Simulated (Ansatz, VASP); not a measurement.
## Cr: VASP beside Ansatz

```
Cr
1.0
     2.88390    0.00000    0.00000
     0.00000    2.88390    0.00000
     0.00000    0.00000    2.88390
Cr
2
Cartesian
  0.0000 0.0000 0.0000
  1.4420 1.4420 1.4420
```

Alike in both runs: task relaxation of cell and atoms; functional BLYP; k mesh 11 × 11 × 11; occupations fermi-dirac, width 0.05 eV; collinear spin.

|  | VASP | Ansatz |
| --- | --- | --- |
| version | VASP 6.6.1 | Ansatz 0.2.0 |
| potentials or method | VASP PAW PBE potentials, release 64 (Cr_pv), cutoff 600 eV | plane waves (420 eV) with PAW, scalar-relativistic |
| valence electrons in the cell | 24 | 28 |

Ansatz gave:

```
net moment per atom (μB)                                      : 0.00
size of the moment on the site where the two differ most (μB) : 1.15
relaxed volume (Å³/atom)                                      : 12.22
relaxed cell length with the largest relative difference (Å)  : 2.902
```

Estimate VASP's values.

net moment per atom (μB): 0.00; size of the moment on the site where the two differ most (μB): 1.25; relaxed volume (Å³/atom): 12.23; relaxed cell length with the largest relative difference (Å): 2.903.

VASP's potentials were made for PBE, not for BLYP. Site moments also hang on the region over which each program counts them. VASP's potentials hold 24 valence electrons a cell and Ansatz's 28, so a difference there can come from the potentials and not from the codes.
